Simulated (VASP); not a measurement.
Wanted: the native input for a VASP 6.6.1 run.

| Quantity | Value |
| --- | --- |
| Task | single point |
| Functional | r2SCAN |
| Potentials or basis | VASP PAW PBE potentials, release 64 (Mn_pv) |
| Cutoff | 520 eV |
| k mesh | 12 × 12 × 12 |
| Occupations | fermi-dirac, width 0.05 eV |
| Spin | collinear spin, antiferromagnetic start |
| Starting moments | [3.708, -3.708] μB |
| Dipole correction | no |
| Further INCAR settings | ALGO = Normal; EDIFF = 1e-07; NBANDS = 24 |

The system is Mn.

```
CELL_PARAMETERS angstrom
0.00000 2.44781 2.44781
2.44781 0.00000 2.44781
2.44781 2.44781 0.00000
ATOMIC_POSITIONS crystal
Mn 0.00000 0.00000 0.00000
Mn 0.50000 0.50000 0.50000
```

This cell differs from its parent crystal: volume scaled by 0.88.

The input as run:

POSCAR

```
Mn
1.0
    0.0000000000      2.4478128468      2.4478128468
    2.4478128468      0.0000000000      2.4478128468
    2.4478128468      2.4478128468      0.0000000000
Mn
2
Direct
    1.0000000000      0.0000000000      0.0000000000
    0.5000000000      0.5000000000      0.5000000000
```

INCAR.step1

```
PREC = Accurate
ENCUT = 520
ISMEAR = -1
SIGMA = 0.05
LREAL = F
LASPH = T
NELM = 150
ISPIN = 2
MAGMOM = 3.708 -3.708
LMAXMIX = 4
NBANDS = 24
GGA = PE
ALGO = Normal
EDIFF = 1E-4
LWAVE = T
LCHARG = F
```

INCAR.step2

```
PREC = Accurate
ENCUT = 520
EDIFF = 1E-7
ISMEAR = -1
SIGMA = 0.05
LREAL = F
LASPH = T
NELM = 150
ALGO = Normal
ISIF = 2
LWAVE = F
LCHARG = F
ISPIN = 2
MAGMOM = 3.708 -3.708
LORBIT = 11
LMAXMIX = 4
METAGGA = R2SCAN
LMIXTAU = T
NBANDS = 24
ISTART = 1
```

KPOINTS

```
Automatic mesh
0
Gamma
  12 12 12
```

Potentials or basis: VASP PAW PBE potentials, release 64 (Mn_pv).

The run is started by

```sh
$ cat potpaw_PBE.64/Mn_pv/POTCAR > POTCAR
$ cp INCAR.step1 INCAR
$ mpirun -np 1 vasp_std > vasp.out
$ cp INCAR.step2 INCAR
$ mpirun -np 1 vasp_std > vasp.out
```

Results of the run:

The pressure is 4.1 GPa, the band gap on the k mesh is zero (filled and empty bands overlap) and the net moment is 0.00 μB per cell. The site moments are Mn +3.33, -3.33 μB and the valence electrons inside the program's atomic spheres are Mn 11.72.

Caveat: the PAW data sets were made with another functional, which shifts forces and pressure a little.

Run time: 15 min on 1 thread of Intel Xeon 8259CL (shared host), peak memory 0.23 GiB.
